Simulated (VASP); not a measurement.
**BaS: single point with PBE**

Crystal: BaS.

```
Ba S
1.0
     0.00000    3.17076    3.17076
     3.17076    0.00000    3.17076
     3.17076    3.17076    0.00000
Ba S
1 1
Direct
  0.50000 0.50000 0.50000
  0.00000 0.00000 0.00000
```

This cell differs from its parent crystal: volume scaled by 0.960.

| Quantity | Value |
| --- | --- |
| Program | VASP 6.6.1 |
| Task | single point |
| Functional | PBE |
| Potentials or basis | VASP PAW PBE potentials, release 64 (Ba_sv, S) |
| Cutoff | 520 eV |
| k mesh | 10 × 10 × 10 |
| Occupations | gaussian, width 0.05 eV |
| Spin | no spin polarisation |

The pressure is 2.5 GPa. The band gap on the k mesh is 2.07 eV, indirect (least direct gap 2.19 eV).

Levels at points of the mesh, in eV from the valence-band top:
| k point | band 6 | band 7 | band 8 | band 9 | band 10 | band 11 |
| --- | --- | --- | --- | --- | --- | --- |
| (0.00, 0.00, 0.00) | 0.00 | 0.00 | 0.00 | 3.71 | 3.87 | 3.87 |
| (0.50, 0.00, 0.00) | -1.98 | -1.13 | -1.13 | 5.62 | 5.76 | 6.39 |
| (0.50, 0.50, 0.00) | -0.50 | -0.12 | -0.12 | 2.07 | 5.99 | 6.16 |

Wall time 51 s on 1 thread of AMD EPYC 7R43 64-Core Processor (Zen 3), on a shared host, peak memory 0.19 GiB.

Caveat: spin-orbit coupling is left out, which moves the levels of the heavy elements. A k mesh can miss the band edges.
